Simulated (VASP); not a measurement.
Set up this calculation in VASP 6.6.1, as the native input.

- Task: relaxation of cell and atoms
- Functional: PBE
- Potentials or basis: VASP PAW PBE potentials, release 64 (Si, Mo_sv)
- Cutoff: 600 eV
- k mesh: 6 × 6 × 6
- Occupations: gaussian, width 0.1 eV
- Spin: no spin polarisation
- Dipole correction: no
- Further INCAR settings: ALGO = Normal; EDIFF = 1e-06; IBRION = 2; EDIFFG = -0.04; NSW = 90; ISIF = 3

The structure of Si3Mo lies in POSCAR:

```
Si3Mo
1.0
   -2.5574553828      2.5574553828      2.5574553828
    2.5574553828     -2.5574553828      2.5574553828
    2.5574553828      2.5574553828     -2.5574553828
Si Mo
3 1
Direct
    0.0000000000      0.5000000000      0.5000000000
    0.5000000000      0.0000000000      0.5000000000
    0.5000000000      0.5000000000      0.0000000000
    0.0000000000      0.0000000000      0.0000000000
```

One way to write it, as run:

INCAR

```
ALGO = Normal ; EDIFF = 1E-6
EDIFFG = -0.04 ; ENCUT = 600
GGA = PE ; IBRION = 2
ISIF = 3 ; ISMEAR = 0
LASPH = T ; LCHARG = F
LREAL = F ; LWAVE = F
NELM = 100 ; NSW = 90
PREC = Accurate ; SIGMA = 0.1
```

KPOINTS

```
k-points
0
Gamma
  6 6 6
```

Potentials or basis: VASP PAW PBE potentials, release 64 (Si, Mo_sv).

Run with:

```console
$ cat potpaw_PBE.64/Si/POTCAR potpaw_PBE.64/Mo_sv/POTCAR > POTCAR
$ mpirun -np 1 vasp_std > vasp.out
```

It gave:

| Quantity | Value |
| --- | --- |
| Relaxed volume | 16.63 Å³/atom |
| Relaxed cell | a = 4.421 Å, b = 4.421 Å, c = 4.421 Å, α = 109.47°, β = 109.47°, γ = 109.47° |
| Space group after relaxing (to 0.05 Å) | Im-3m (No. 229) |
| Energy gained by relaxing | 0.0 meV/atom |
| Ionic steps | 2 |
| Pressure after relaxing | 0.3 GPa |
| Band gap on the k mesh | zero (band 13 reaches 8.73 eV, above the bottom of band 14 at 8.05 eV) |

Wall time 46 s on 1 thread of Intel(R) Xeon(R) Platinum 8259CL CPU @ 2.50GHz (Skylake/Cascade Lake) (shared host), peak memory 0.21 GiB.
